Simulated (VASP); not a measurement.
# Al (P6_3/mmc) in VASP: notebook

The runs below take Al through relaxation of cell and atoms, with PBE.

Program: VASP 6.6.1. These are calculated values, not measurements. Logs are shortened: lines on timing, memory, paths and dates and some standing lists are left out, and cuts for length are marked.

## 1. The cell of the first run

It takes space group P6_3/mmc (No. 194, hexagonal). Conventional cell: a = 2.424 Å, b = 2.424 Å, c = 3.944 Å, α = 90.00°, β = 90.00°, γ = 120.00°. Within 3.2 Å of Al (site symmetry -6m2) lie 12 Al at 2.42 Å.

## 2. Relaxation of cell and atoms, PBE, target pressure 110 GPa, at which the enthalpy is minimised

File INCAR:

```
  PREC = Accurate
  ENCUT = 600
  EDIFF = 1E-6
  ISMEAR = -1
  SIGMA = 0.05
  LREAL = False
  LASPH = True
  NELM = 100
  ALGO = Normal
  ISIF = 3
  LWAVE = False
  LCHARG = False
  GGA = PE
  IBRION = 2
  NSW = 32
  EDIFFG = -0.005
  PSTRESS = 1100.0
```

File KPOINTS:

```
regular mesh
0
Gamma
  18 18 10
```

File POSCAR:

```
Al
1.0
    2.4240019602      0.0000000000      0.0000000000
   -1.2120009801      2.0992472764      0.0000000000
    0.0000000000      0.0000000000      3.9443694321
Al
2
Direct
    0.3333333333      0.6666666667      0.2500000000
    0.6666666667      0.3333333333      0.7500000000
```

Potentials or basis: VASP PAW PBE potentials, release 64 (Al).

On the command line:

```bash
> cat potpaw_PBE.64/Al/POTCAR > POTCAR
> mpirun -np 1 vasp_std > vasp.out
```

OUTCAR:

```text
PREC = Accurate
   ENCUT = 600
   EDIFF = 1E-6
   ISMEAR = -1
   LREAL = False
   LASPH = True
   NELM = 100
   ISIF = 3
   GGA = PE
   IBRION = 2
   NSW = 32
   EDIFFG = -0.005
   PSTRESS = 1100.0

 ion  position               nearest neighbor table
   1  0.333  0.667  0.250-   2 2.42   2 2.42   2 2.42   2 2.42   2 2.42   2 2.42
   2  0.667  0.333  0.750-   1 2.42   1 2.42   1 2.42   1 2.42   1 2.42   1 2.42

  LATTYP: Found a hexagonal cell.
 ALAT       =     2.4240019602
 C/A-ratio  =     1.6272137964

  Lattice vectors:

 A1 = (   2.4240019602,   0.0000000000,   0.0000000000)
 A2 = (  -1.2120009801,   2.0992472764,   0.0000000000)
 A3 = (   0.0000000000,   0.0000000000,   3.9443694321)

Analysis of symmetry for initial positions (statically):
=====================================================================
 Subroutine PRICEL returns:
 Original cell was already a primitive cell.

 Routine SETGRP: Setting up the symmetry group for a
 hexagonal supercell.

 Subroutine GETGRP returns: Found 24 space group operations
 (whereof 12 operations were pure point group operations)
 out of a pool of 24 trial point group operations.

The static configuration has the point symmetry D_3d.
 The point group associated with its full space group is D_6h.

Analysis of symmetry for dynamics (positions and initial velocities):
=====================================================================
 Subroutine PRICEL returns:
 Original cell was already a primitive cell.

 Routine SETGRP: Setting up the symmetry group for a
 hexagonal supercell.

 Subroutine GETGRP returns: Found 24 space group operations
 (whereof 12 operations were pure point group operations)
 out of a pool of 24 trial point group operations.

The dynamic configuration has the point symmetry D_3d.
 The point group associated with its full space group is D_6h.

 Subroutine INISYM returns: Found 24 space group operations
 (whereof 12 operations are pure point group operations),
 and found     1 'primitive' translations

----------------------------------------------------------------------------------------

                                     Primitive cell

  volume of cell :      20.0712

  direct lattice vectors                    reciprocal lattice vectors
[... 90 lines left out ...]
   NSW    =     32    number of steps for IOM
   IBRION =      2    ionic relax: 0-MD 1-quasi-New 2-CG
   NFREE  =      1    steps in history (QN), initial steepest desc. (CG)
   ISIF   =      3    stress and relaxation
   ISYM   =      2    0-nonsym 1-usesym 2-fastsym
   POTIM  = 0.5000    time-step for ionic-motion
   TEBEG  =    0.0;   TEEND  =   0.0 temperature during run
   PSTRESS= 1100.0 pullay stress
   NELECT =       6.0000    total number of electrons
   NUPDOWN=      -1.0000    fix difference up-down
   EMIN   =  10.00;   EMAX   =-10.00  energy-range for DOS
   EFERMI =   0.00;   METHOD = LEGACY
   ISMEAR =    -1;   SIGMA  =   0.05  broadening in eV -4-tet -1-fermi 0-gaus
   EFERMI_NEDOS =   21; number of points for ismear=-14 and -15
   IALGO  =     38    algorithm
   IMIX   =      4    mixing-type and parameters
     AMIX     =   0.40;   BMIX     =  1.00
     AMIX_MAG =   1.60;   BMIX_MAG =  1.00
  volume/ion in A,a.u.               =      10.04        67.72
  Fermi-wavevector in a.u.,A,eV,Ry     =   1.094630  2.068550 16.302691  1.198214
  Thomas-Fermi vector in A             =   2.230938
   LORBIT       =      0    0 simple, 1 ext, 2 COOP (PROOUT), +10 PAW based schemes
   GGA     = PE    functional components
   LHFCALC =     F    Hartree Fock is set to
   AEXX    =    0.0000 exact exchange contribution
   IVDW    =     0    specifies the selected vdW correction
   LEPSILON=     F    determine dielectric tensor
   LRPA    =     F    only Hartree local field effects (RPA)
 conjugate gradient relaxation of ions
 non-spin polarized calculation
  energy-cutoff  :      600.00
  volume of cell :       20.07
 maximum number of plane-waves:       690
 NGX is ok and might be reduce to    20
   NGX =  9   NGY =  9   NGZ = 15

--------------------------------------- Ionic step        1  -------------------------------------------

 number of electron       6.0000000 magnetization

 Free energy of the ion-electron system (eV)
  ---------------------------------------------------
  ext. energy  EPLUGINS =         0.00000000
  ---------------------------------------------------
  free energy    TOTEN  =        -4.49098482 eV

  energy without entropy =       -4.48572244  energy(sigma->0) =       -4.48835363

------------------------ aborting loop because EDIFF is reached ----------------------------------------

  FORCE on cell =-STRESS in cart. coord.  units (eV):
  Direction    XX          YY          ZZ          XY          YZ          ZX
  --------------------------------------------------------------------------------------
  -------------------------------------------------------------------------------------
  Total       13.8088431     13.8088431     13.8109499     -0.0000000      0.0000000      0.0000000
  in kB     1102.2845711   1102.2845712   1102.4527447     -0.0000000      0.0000000      0.0000000
  external PRESSURE =       2.3406290 kB  Pullay stress =    1100.0000000 kB
[... 63 lines left out ...]
--------------------------------------- Ionic step        3  -------------------------------------------

 number of electron       6.0000000 magnetization

 Free energy of the ion-electron system (eV)
  ---------------------------------------------------
  ext. energy  EPLUGINS =         0.00000000
  ---------------------------------------------------
  free energy    TOTEN  =        -4.49829747 eV

  energy without entropy =       -4.49303201  energy(sigma->0) =       -4.49566474

 E-fermi :  14.2459     XC(G=0): -12.1516

 val. band max:       14.2379759223   @ k =   0.2222   0.2222   0.2000
 cond. band min:      14.2866746518   @ k =   0.4444   0.1111   0.1000
 fundamental gap:      0.0486987295
 Fermi energy:        14.2458770565

 k-point     1 :       0.0000    0.0000    0.0000
  band No.  band energies     occupation
      1      -0.7096      2.00000
      2       7.6141      2.00000
      3       9.1498      2.00000
      4      28.1621      0.00000
      5      28.1621      0.00000
      6      29.2955      0.00000
      7      29.3450      0.00000
[... 221 lines left out ...]
 k-point    24 :       0.3889    0.1111    0.0000
  band No.  band energies     occupation
      1       5.9120      2.00000
      2       9.2312      2.00000
      3      13.6825      1.99997
      4      15.1806      0.00000
      5      16.9933      0.00000
      6      17.3616      0.00000
      7      22.0439      0.00000

 [... further k-points ...]
[... 5 lines left out ...]
  --------------------------------------------------------------------------------------
  -------------------------------------------------------------------------------------
  Total       13.7863337     13.7863337     13.7881686      0.0000000      0.0000000      0.0000000
  in kB     1099.9045816   1099.9045817   1100.0509697      0.0000000      0.0000000      0.0000000
  external PRESSURE =      -0.0466223 kB  Pullay stress =    1100.0000000 kB
[... 21 lines left out ...]
  energy  without entropy=       -4.4930320110  energy(sigma->0) =       -4.49566474

  enthalpy is  TOTEN    =         9.2892322479 eV   P V=       13.7875297166

 reached required accuracy - stopping structural energy minimisation
```

It took 16 s on 1 thread of Intel Xeon 6975P-C (Granite Rapids), shared host; peak memory 0.15 GiB.

What came out:

```
Free energy                                            : -4.4983 eV
Relaxed volume                                         : 10.04 Å³/atom
Relaxed cell                                           : a = 2.424 Å, b = 2.424 Å, c = 3.945 Å, α = 90.00°, β = 90.00°, γ = 120.00°
Space group after relaxing (to 0.05 Å)                 : P6_3/mmc (No. 194)
Energy change on relaxing (the enthalpy is what falls) : -3.7 meV/atom
Ionic steps                                            : 3
Pressure after relaxing                                : 110.0 GPa
Band gap on the k mesh                                 : zero (band 3 reaches 19.54 eV, above the bottom of band 4 at 10.37 eV)
```

The path:
```
step  energy change (eV)  largest force (eV/Å)  pressure (GPa)  volume (Å³)
   1              0.0000                0.0000          110.23        20.07
   2             -0.0292                0.0000          109.30        20.11
   3             -0.0073                0.0000          110.00        20.08
```

Final structure:
```
CELL_PARAMETERS angstrom
2.42442 0.00000 0.00000
-1.21221 2.09961 0.00000
0.00000 0.00000 3.94510
ATOMIC_POSITIONS crystal
Al 0.33333 0.66667 0.25000
Al 0.66667 0.33333 0.75000
```

Levels at points of the mesh, in eV from the Fermi level:
| k point | band 1 | band 2 | band 3 | band 4 | band 5 | band 6 | band 7 |
| --- | --- | --- | --- | --- | --- | --- | --- |
| (0.00, 0.00, 0.00) | -14.96 | -6.63 | -5.10 | 13.92 | 13.92 | 15.05 | 15.10 |
| (0.50, 0.00, 0.00) | -7.25 | -6.77 | 0.69 | 0.75 | 2.44 | 2.50 | 8.55 |
| (0.00, 0.00, 0.50) | -12.62 | -12.62 | 4.65 | 4.65 | 14.85 | 14.85 | 14.85 |
| (0.50, 0.00, 0.50) | -5.58 | -5.58 | -3.87 | -3.87 | 8.71 | 8.71 | 10.24 |

Caveat: the cell is relaxed towards a set pressure, so the enthalpy falls and the energy may rise.

## 3. Relaxation of cell and atoms, PBE, target pressure 110 GPa, at which the enthalpy is minimised

This run uses another cell than the first one, of 10.10 Å³/atom, 1.007 times its volume.

File INCAR:

```
SYSTEM = Al
PREC = Accurate ; ENCUT = 600
EDIFF = 1E-7 ; ISMEAR = -1
SIGMA = 0.05 ; LREAL = .False.
LASPH = .True. ; NELM = 80
ALGO = Normal ; ISIF = 3
LWAVE = .False. ; LCHARG = .False.
GGA = PE ; IBRION = 2
NSW = 60 ; EDIFFG = -0.005
PSTRESS = 1100.0
```

File KPOINTS:

```
Automatic mesh
0
Gamma
  18 18 10
  0 0 0
```

File POSCAR:

```
Al
1.0
    2.4331514562      0.0000000000      0.0000000000
   -1.2165757281      2.1071709723      0.0000000000
    0.0000000000      0.0000000000      3.9417053590
Al
2
Direct
    0.3333333333      0.6666666667      0.2500000000
    0.6666666667      0.3333333333      0.7500000000
```

Potentials or basis: VASP PAW PBE potentials, release 64 (Al).

On the command line:

```bash
> cat potpaw_PBE.64/Al/POTCAR > POTCAR
> mpirun -np 1 vasp_std > vasp.out
```

Wall time 30 s (1 thread of Intel Xeon 6975P-C (Granite Rapids), shared host); peak memory 0.16 GiB.

Results (log left out):

```yaml
Free_energy: -4.4985 eV
Relaxed_volume: 10.04 Å³/atom
Relaxed_cell: a = 2.424 Å, b = 2.424 Å, c = 3.945 Å, α = 90.00°, β = 90.00°, γ = 120.00°
Space_group_after_relaxing_to_0.05_Å: P6_3/mmc (No. 194)
Energy_change_on_relaxing_the_enthalpy_is_what_falls: +42.9 meV/atom
Ionic_steps: 5
Pressure_after_relaxing: 110.0 GPa
Band_gap_on_the_k_mesh: zero (band 3 reaches 19.54 eV, above the bottom of band 4 at 10.37 eV)
```

Step by step:
| step | energy change (eV) | largest force (eV/Å) | pressure (GPa) | volume (Å³) |
| --- | --- | --- | --- | --- |
| 1 | 0.0000 | 0.0000 | 107.22 | 20.21 |
| 2 | 0.3582 | 0.0000 | 118.73 | 19.70 |
| 3 | 0.0937 | 0.0000 | 110.24 | 20.07 |
| 4 | 0.0823 | 0.0000 | 109.89 | 20.09 |
| 5 | 0.0858 | 0.0000 | 109.99 | 20.08 |

Final structure:
```
Al
1.0
     2.42442    0.00000    0.00000
    -1.21221    2.09961    0.00000
     0.00000    0.00000    3.94516
Al
2
Cartesian
  0.0000 1.3997 0.9863
  1.2122 0.6999 2.9589
```

Levels at points of the mesh, in eV from the Fermi level:
| k point | band 1 | band 2 | band 3 | band 4 | band 5 | band 6 | band 7 |
| --- | --- | --- | --- | --- | --- | --- | --- |
| (0.00, 0.00, 0.00) | -14.96 | -6.63 | -5.10 | 13.92 | 13.92 | 15.05 | 15.10 |
| (0.50, 0.00, 0.00) | -7.25 | -6.77 | 0.69 | 0.75 | 2.44 | 2.50 | 8.55 |
| (0.00, 0.00, 0.50) | -12.62 | -12.62 | 4.65 | 4.65 | 14.85 | 14.85 | 14.85 |
| (0.50, 0.00, 0.50) | -5.58 | -5.58 | -3.87 | -3.87 | 8.71 | 8.71 | 10.24 |

Caveat: the cell is relaxed towards a set pressure, so the enthalpy falls and the energy may rise.
